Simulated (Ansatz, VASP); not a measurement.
TaN in VASP and in Ansatz

```xyz
2
Lattice="0.0000 2.1790 2.1790 2.1790 0.0000 2.1790 2.1790 2.1790 0.0000" Properties=species:S:1:pos:R:3 pbc="T T T"
Ta    2.1790    2.1790    2.1790
N     0.0000    0.0000    0.0000
```

Alike in both runs: task single point; functional LDA; k mesh 8 × 8 × 8; occupations gaussian, width 0.1 eV; no spin polarisation.

|  | VASP | Ansatz |
| --- | --- | --- |
| version | VASP 6.6.1 | Ansatz 0.2.0 |
| potentials or method | VASP PAW LDA potentials, release 64 (Ta_sv_GW, N_h), cutoff 1330 eV | scalar-relativistic, plane waves, PAW |
| valence electrons in the cell | 18 | 18 |

```tsv
	VASP	Ansatz	Ansatz less VASP
gap on the k mesh at the Fermi level (eV)	none	none	-
pressure (GPa)	-1.2	-2.3	-1.14
```

LDA's correlation is that of Perdew and Zunger in VASP and of Perdew and Wang (1992) in Ansatz. A gap of «none» marks a metal or a gap that the smearing closes.

Spin-orbit coupling is off throughout.
